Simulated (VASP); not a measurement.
Y3NbN4, 8 atoms in the cell. It takes space group P6mm (No. 183, hexagonal). Conventional cell: a = 6.985 Å, b = 6.985 Å, c = 5.124 Å, α = 90.00°, β = 90.00°, γ = 120.00°. Within 2.9 Å of Y (site symmetry 2mm) lie 2 N at 2.16 Å. Within 2.6 Å of Nb (site symmetry 6mm) lie 2 N at 1.95 to 1.96 Å. N (site symmetry 3m) has 3 Y at 2.16 Å within 2.9 Å. Within 1.6 Å of N (site symmetry 6mm) lie 1 N at 1.21 Å. N (site symmetry 6mm) has 1 N at 1.21 Å within 1.6 Å. The cell was generated, and may not be a known phase.

* Program: VASP 6.6.1
* Task: single point
* Functional: PBE
* Potentials or basis: VASP PAW PBE potentials, release 64 (Y_sv, Nb_sv, N)
* Cutoff: 520 eV
* k mesh: 6 × 6 × 8
* Occupations: gaussian, width 0.1 eV
* Spin: no spin polarisation
* Dipole correction: no
* Further INCAR settings: ALGO = Normal; EDIFF = 1e-06; NBANDS = 43

Potentials or basis: VASP PAW PBE potentials, release 64 (Y_sv, Nb_sv, N).

Run with:

```console
$ cat potpaw_PBE.64/Y_sv/POTCAR potpaw_PBE.64/Nb_sv/POTCAR potpaw_PBE.64/N/POTCAR > POTCAR
$ mpirun -np 1 vasp_std > vasp.out
```

Hardware: 1 thread of Intel(R) Xeon(R) Platinum 8124M CPU @ 3.00GHz (Skylake/Cascade Lake), with other jobs on the host.

How long does it take, and how much memory?

Run time: 6.9 min on 1 thread of Intel(R) Xeon(R) Platinum 8124M CPU @ 3.00GHz (Skylake/Cascade Lake), on a shared host, peak memory 0.53 GiB. Counts: scf iterations 17, k points 35.
